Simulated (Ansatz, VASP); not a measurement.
## ZnO in VASP and in Ansatz

```
CELL_PARAMETERS angstrom
3.18718 0.00000 0.00000
-1.59359 2.76018 0.00000
0.00000 0.00000 5.15319
ATOMIC_POSITIONS crystal
Zn 0.33333 0.66667 0.00185
Zn 0.66667 0.33333 0.50185
O 0.33333 0.66667 0.38025
O 0.66667 0.33333 0.88025
```

Alike in both runs: task single point; functional LDA; k mesh 12 × 12 × 6; occupations gaussian, width 0.05 eV; no spin polarisation.

|  | VASP | Ansatz |
| --- | --- | --- |
| version | VASP 6.6.1 | Ansatz 0.2.0 |
| potentials or method | VASP PAW LDA potentials, release 64 (Zn, O_h), cutoff 910 eV | scalar-relativistic, plane waves, PAW |
| valence electrons in the cell | 36 | 36 |

VASP gave:

| Quantity | Value |
| --- | --- |
| gap on the k mesh at the Fermi level (eV) | 0.81 |
| least direct gap on the mesh (eV) | 0.81 |

Q: Estimate Ansatz's values.

A: gap on the k mesh at the Fermi level (eV): 0.80; least direct gap on the mesh (eV): 0.80.

Ansatz warns that its potentials were made for another functional, while VASP's fit it. LDA's correlation is that of Perdew and Zunger in VASP and of Perdew and Wang (1992) in Ansatz.

Noted on VASP's run: the cutoff is short for stress, so the pressure is rough.
